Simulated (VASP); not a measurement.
Ag: single point with r2SCAN+rVV10

Ag, a slab with vacuum:

```
CELL_PARAMETERS angstrom
2.88932 0.00000 0.00000
-1.44466 2.50223 0.00000
0.00000 0.00000 33.31374
ATOMIC_POSITIONS crystal
Ag 0.00000 0.00000 0.21012
Ag 0.66667 0.33333 0.28110
Ag 0.33333 0.66667 0.35193
Ag 0.00000 0.00000 0.42275
Ag 0.66667 0.33333 0.49340
```

| Quantity | Value |
| --- | --- |
| Program | VASP 6.6.1 |
| Task | single point |
| Functional | r2SCAN |
| Dispersion | rVV10 |
| Potentials or basis | VASP PAW PBE potentials, release 64 (Ag) |
| Cutoff | 440 eV |
| k mesh | 15 × 15 × 1 |
| Occupations | methfessel-paxton, width 0.1 eV |
| Spin | no spin polarisation |

The largest force is 0.046 eV/Å and the band gap on the k mesh is zero (an odd number of electrons rules out a gap without spin polarisation).

Forces in eV/Å, atoms in the order of the input:
```
Ag   0.000  0.000 -0.014
Ag   0.000  0.000 -0.011
Ag   0.000  0.000 -0.002
Ag   0.000  0.000 -0.019
Ag   0.000  0.000  0.046
```

Levels at points of the mesh, in eV from the Fermi level:
| k point | band 25 | band 26 | band 27 | band 28 | band 29 | band 30 | band 31 | band 32 |
| --- | --- | --- | --- | --- | --- | --- | --- | --- |
| (0.00, 0.00, 0.00) | -3.51 | -3.51 | -3.39 | -3.39 | -2.96 | -0.77 | 0.15 | 4.13 |

Run time: 22 min on 1 thread of Oxide Virtual Turin-like Processor (shared host), peak memory 0.7 GiB.

Caveat: the PAW data sets were made with another functional, which shifts forces and pressure a little.
